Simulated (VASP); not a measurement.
Si3N4, 14 atoms in the cell. It takes space group P6_3/m (No. 176, hexagonal). Conventional cell: a = 7.664 Å, b = 7.664 Å, c = 2.926 Å, α = 90.00°, β = 90.00°, γ = 120.00°. Within 2.3 Å of Si (site symmetry m) lie 4 N at 1.74 to 1.75 Å. N (site symmetry -6) has 3 Si at 1.74 Å within 2.3 Å. Within 2.3 Å of N (site symmetry m) lie 3 Si at 1.75 Å. 

- Program: VASP 6.6.1
- Task: single point
- Functional: PBE
- Potentials or basis: VASP PAW PBE potentials, release 64 (Si, N)
- Cutoff: 520 eV
- k mesh: 6 × 6 × 8
- Occupations: gaussian, width 0.02 eV
- Spin: no spin polarisation
- Dipole correction: no
- Further INCAR settings: ALGO = Normal; EDIFF = 1e-06; NBANDS = 45

Potentials or basis: VASP PAW PBE potentials, release 64 (Si, N).

The run is started by

```console
$ cat potpaw_PBE.64/Si/POTCAR potpaw_PBE.64/N/POTCAR > POTCAR
$ mpirun -np 1 vasp_std > vasp.out
```

Hardware: 1 thread of AMD EPYC 7R13, with other jobs on the host.

How long does it take, and how much memory?

Wall time 4.3 min on 1 thread of AMD EPYC 7R13, with other jobs on the host, peak memory 0.35 GiB. Counts: scf iterations 15, k points 40.
